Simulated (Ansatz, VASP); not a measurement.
CsSnI3 in VASP and in Ansatz

The input INCAR:

```
PREC = Accurate
ENCUT = 600
EDIFF = 1E-7
ISMEAR = 0
SIGMA = 0.02
LREAL = False
LASPH = True
NELM = 100
ALGO = Normal
ISIF = 3
LWAVE = False
LCHARG = False
GGA = PE
IBRION = 2
NSW = 100
EDIFFG = -0.01
```

File KPOINTS:

```
Automatic mesh
0
Gamma
  3 3 3
```

File POSCAR:

```
CsSnI3
1.0
    5.2674566652      3.0411675236      4.5263024910
   -5.2674566652      3.0411675236      4.5263024910
    0.0000000000     -6.0823350472      4.5263024910
Cs Sn I
1 1 3
Direct
    0.5418822987      0.5418822987      0.5418822987
    0.8760360619      0.8760360619      0.8760360619
    0.6270101907      0.0329612579      0.6270101907
    0.6270101907      0.6270101907      0.0329612579
    0.0329612579      0.6270101907      0.6270101907
```

Input for Ansatz:

```yaml
crystal:
  lattice:
    - [5.2674566652, 3.0411675236, 4.526302491]
    - [-5.2674566652, 3.0411675236, 4.526302491]
    - [0.0, -6.0823350472, 4.526302491]
  atoms:
    - { symbol: Cs, position: [0.5418822987, 0.5418822987, 0.5418822987] }
    - { symbol: Sn, position: [0.8760360619, 0.8760360619, 0.8760360619] }
    - { symbol: I, position: [0.6270101907, 0.0329612579, 0.6270101907] }
    - { symbol: I, position: [0.6270101907, 0.6270101907, 0.0329612579] }
    - { symbol: I, position: [0.0329612579, 0.6270101907, 0.6270101907] }
basis:
  ecutwfc: 420
kpoints:
  mp_grid: { grid: [3, 3, 3] }
hamiltonian:
  xc: pbe
scf:
  occupations: { method: gaussian, width: 0.02 }
output:
  forces: true
  stress: true
  eigenvalues: true
relax:
  adjacent_minimum: "off"
  f_tol: 0.01
  max_steps: 80
  cell: { stress_tol: 0.05 }
```

Alike in both runs: task relaxation of cell and atoms; functional PBE; k mesh 3 × 3 × 3; occupations gaussian, width 0.02 eV; no spin polarisation.

```csv
,VASP,Ansatz
version,VASP 6.6.1,Ansatz 0.2.0
potentials or method,"VASP PAW PBE potentials, release 64 (Cs_sv, Sn_d, I), cutoff 600 eV","scalar-relativistic, plane waves, PAW"
valence electrons in the cell,44,74
```

Ansatz gave:

| Quantity | Value |
| --- | --- |
| gap on the k mesh at the Fermi level, each at its own relaxed structure (eV) | 3.35 |
| relaxed volume (Å³/atom) | 88.14 |
| relaxed cell length with the largest relative difference (Å) | 7.694 |

Q: What did VASP give for the same quantities?

A: gap on the k mesh at the Fermi level, each at its own relaxed structure (eV): 3.32; relaxed volume (Å³/atom): 89.24; relaxed cell length with the largest relative difference (Å): 7.747.

VASP's potentials hold 44 valence electrons a cell and Ansatz's 74, so a difference there can come from the potentials and not from the codes.

Spin-orbit coupling is off throughout.
